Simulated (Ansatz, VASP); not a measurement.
## Two plane-wave programs on ScGa3N2

INCAR

```
SYSTEM = ScGa3N2
ALGO = Normal
EDIFF = 1E-7
ENCUT = 520
GGA = PE
ISIF = 2
ISMEAR = 0
ISPIN = 2
LASPH = .TRUE.
LCHARG = .FALSE.
LMAXMIX = 4
LORBIT = 11
LREAL = .FALSE.
LWAVE = .FALSE.
MAGMOM = 0 0 0 0 1 1
NBANDS = 43
NELM = 150
PREC = Accurate
SIGMA = 0.1
```

The input KPOINTS:

```
k-points
0
G
  6 6 2
  0 0 0
```

The input POSCAR:

```
ScGa3N2
1.0
    3.3028853700      0.0000000000      0.0000000000
    0.0000000000      3.3028853700      0.0000000000
    0.0000000000      0.0000000000     10.4586317600
Sc Ga N
1 3 2
Direct
    0.0000000000      0.0000000000      0.0000000000
    0.5000000000      0.5000000000      0.1787200000
    0.5000000000      0.5000000000      0.5000000000
    0.5000000000      0.5000000000      0.8212800000
    0.0000000000      0.0000000000      0.3334420000
    0.0000000000      0.0000000000      0.6665580000
```

Input for Ansatz:

```yaml
crystal:
  lattice:
    - [3.30288537, 0.0, 0.0]
    - [0.0, 3.30288537, 0.0]
    - [0.0, 0.0, 10.45863176]
  atoms:
    - { symbol: Sc, position: [0.0, 0.0, 0.0] }
    - { symbol: Ga, position: [0.5, 0.5, 0.17872] }
    - { symbol: Ga, position: [0.5, 0.5, 0.5] }
    - { symbol: Ga, position: [0.5, 0.5, 0.82128] }
    - { symbol: "N", position: [0.0, 0.0, 0.333442], spin: 1.0 }
    - { symbol: "N", position: [0.0, 0.0, 0.666558], spin: 1.0 }
basis:
  ecutwfc: 420
kpoints:
  mp_grid: { grid: [6, 6, 2] }
hamiltonian:
  xc: pbe
scf:
  occupations: { method: gaussian, width: 0.1 }
  lower_state_search: "off"
output:
  forces: true
  stress: true
  eigenvalues: true
  populations: true
magnetization:
  spin_polarized: true
```

Change from the starting cell: species swapped into the Pr3MgAl2 type (P4/mmm, No. 123).

Alike in both runs: task single point; functional PBE; k mesh 6 × 6 × 2; occupations gaussian, width 0.1 eV; collinear spin.

|  | VASP | Ansatz |
| --- | --- | --- |
| version | VASP 6.6.1 | Ansatz 0.2.0 |
| potentials or method | VASP PAW PBE potentials, release 64 (Sc_sv, Ga_d, N), cutoff 520 eV | scalar-relativistic, plane waves, PAW |
| valence electrons in the cell | 60 | 60 |

|  | VASP | Ansatz | Ansatz less VASP |
| --- | --- | --- | --- |
| gap on the k mesh at the Fermi level (eV) | none | none | - |
| pressure (GPa) | -12.4 | -12.4 | -0.02 |
| traceless stress, the component that is largest in VASP (GPa) | -1.91 | -1.92 | -0.008 |
| rms of the force components (eV/Å) | 0.629 | 0.628 | -0.0018 |
| net moment per atom (μB) | 0.41 | 0.41 | +0.001 |
| size of the moment on the site where the two differ most (μB) | 0.78 | 1.06 | +0.284 |

Site moments also hang on the region over which each program counts them. Atom by atom the forces differ by 0.002 eV/Å (rms over components). A gap of «none» marks a metal or a gap that the smearing closes.
